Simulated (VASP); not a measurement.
SrO, 2 atoms in the cell. It takes space group Immm (No. 71, orthorhombic). Conventional cell: a = 3.580 Å, b = 3.689 Å, c = 5.140 Å, α = 90.00°, β = 90.00°, γ = 90.00°. Sr (site symmetry mmm) has 6 O at 2.57 Å within 3.4 Å. O (site symmetry mmm) has 6 Sr at 2.57 Å within 3.4 Å.  This cell differs from its parent crystal: strain +0.0300 x Voigt [0, 0, 0, 0, 1, 0].

```yaml
Program: VASP 6.6.1
Task: single point
Functional: r2SCAN
Potentials_or_basis: VASP PAW PBE potentials, release 64 (Sr_sv, O)
Cutoff: 520 eV
k_mesh: 8 × 8 × 8
Occupations: gaussian, width 0.05 eV
Spin: no spin polarisation
Dipole_correction: no
Further_INCAR_settings: ALGO = Normal; EDIFF = 1e-06; NBANDS = 15
```

Potentials or basis: VASP PAW PBE potentials, release 64 (Sr_sv, O).

The run is started by

```bash
$ cat potpaw_PBE.64/Sr_sv/POTCAR potpaw_PBE.64/O/POTCAR > POTCAR
$ cp INCAR.step1 INCAR
$ mpirun -np 1 vasp_std > vasp.out
$ cp INCAR.step2 INCAR
$ mpirun -np 1 vasp_std > vasp.out
```

Hardware: 1 thread of Intel(R) Xeon(R) Platinum 8259CL CPU @ 2.50GHz (Skylake/Cascade Lake), with other jobs on the host.

Question: Estimate the wall time of this run.

Answer: It took 3.2 min on 1 thread of Intel(R) Xeon(R) Platinum 8259CL CPU @ 2.50GHz (Skylake/Cascade Lake), with other jobs on the host, peak memory 0.2 GiB. Counts: k points 95.
